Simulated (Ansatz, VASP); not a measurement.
KBr: VASP beside Ansatz

```xyz
2
Lattice="2.9590 2.9590 0.0000 -2.9590 2.9590 0.0000 0.0000 2.9590 2.9590" Properties=species:S:1:pos:R:3 pbc="T T T"
K     0.0000    0.0000    0.0000
Br    0.0000    2.9590    0.0000
```

Alike in both runs: task single point; functional PBEsol; k mesh 6 × 6 × 6; non-collinear spin, spin-orbit coupling.

```csv
,VASP,Ansatz
version,VASP 6.6.1,Ansatz 0.2.0
potentials or method,"VASP PAW PBE potentials, release 64 (K_sv, Br), cutoff 520 eV",all-electron LAPW
occupations,"gaussian, width 0.01 eV",fixed
```

Ansatz gave:

- pressure (GPa): 10.0
- net moment per atom (μB): 0.00

Question: What did VASP give for the same quantities?

Answer: Pressure (GPa): 10.2; net moment per atom (μB): 0.00.

VASP's potentials were made for PBE, not for PBEsol. Ansatz ran all-electron here, and VASP with PAW potentials.
